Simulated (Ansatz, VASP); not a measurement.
**Two plane-wave programs on Si2Mo**

```xyz
3
Lattice="-1.5452 1.5452 4.1672 1.5452 -1.5452 4.1672 1.5452 1.5452 -4.1672" Properties=species:S:1:pos:R:3 pbc="T T T"
Si    0.0000    0.0000    2.7925
Si    0.0000    0.0000    5.5419
Mo    0.0000    0.0000    0.0000
```

Alike in both runs: task single point; functional PBEsol; k mesh 24 × 24 × 24; occupations gaussian, width 0.15 eV; no spin polarisation.

```csv
,VASP,Ansatz
version,VASP 6.6.1,Ansatz 0.2.0
potentials or method,"VASP PAW PBE potentials, release 64 (Si, Mo_sv), cutoff 520 eV","scalar-relativistic, plane waves, PAW"
valence electrons in the cell,22,22
```

Ansatz gave:

| Quantity | Value |
| --- | --- |
| gap on the k mesh at the Fermi level (eV) | none |
| pressure (GPa) | 0.1 |
| traceless stress, the component that is largest in VASP (GPa) | -21.14 |
| rms of the force components (eV/Å) | 0.073 |

**Question.** Which values does VASP return?

**Answer.** gap on the k mesh at the Fermi level (eV): none; pressure (GPa): 0.5; traceless stress, the component that is largest in VASP (GPa): -21.16; rms of the force components (eV/Å): 0.067.

VASP's potentials were made for PBE, not for PBEsol. Atom by atom the forces differ by 0.006 eV/Å (rms over components). A gap of «none» marks a metal or a gap that the smearing closes.
